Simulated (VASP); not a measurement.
Cs:

```
Cs
1.0
     0.00000    3.80811    3.80811
     3.80811    0.00000    3.80811
     3.80811    3.80811    0.00000
Cs
1
Direct
  0.00000 0.00000 0.00000
```

This isn't the form of Cs at room conditions, which is bcc.

```yaml
Program: VASP 6.6.1
Task: relaxation of cell and atoms
Functional: r2SCAN
Potentials_or_basis: VASP PAW PBE potentials, release 64 (Cs_sv)
Cutoff: 550 eV
k_mesh: 7 × 7 × 7
Occupations: fermi-dirac, width 0.1 eV
Spin: no spin polarisation
```

At the start: pressure 0.2 GPa; volume 110.45 Å³/atom.

Task: Where does the relaxation end?

Result: Over 4 steps the energy falls by 8.9 meV/atom and the volume is 123.31 Å³/atom (+11.6 %); space group Fm-3m (No. 225, to 0.1 Å) before and after.

Step by step:
```csv
step,energy change (eV),largest force (eV/Å),pressure (GPa),volume (Å³)
1,0.0000,0.0000,0.24,110.45
2,-0.0034,0.0000,0.18,113.08
3,-0.0087,0.0000,0.03,121.24
4,-0.0089,0.0000,0.01,123.31
```

Final structure:
```xyz
1
Lattice="0.0000 3.9505 3.9505 3.9505 0.0000 3.9505 3.9505 3.9505 0.0000" Properties=species:S:1:pos:R:3 pbc="T T T"
Cs    0.0000    0.0000    0.0000
```

Caveat: the PAW data sets were made with another functional, which shifts forces and pressure a little.
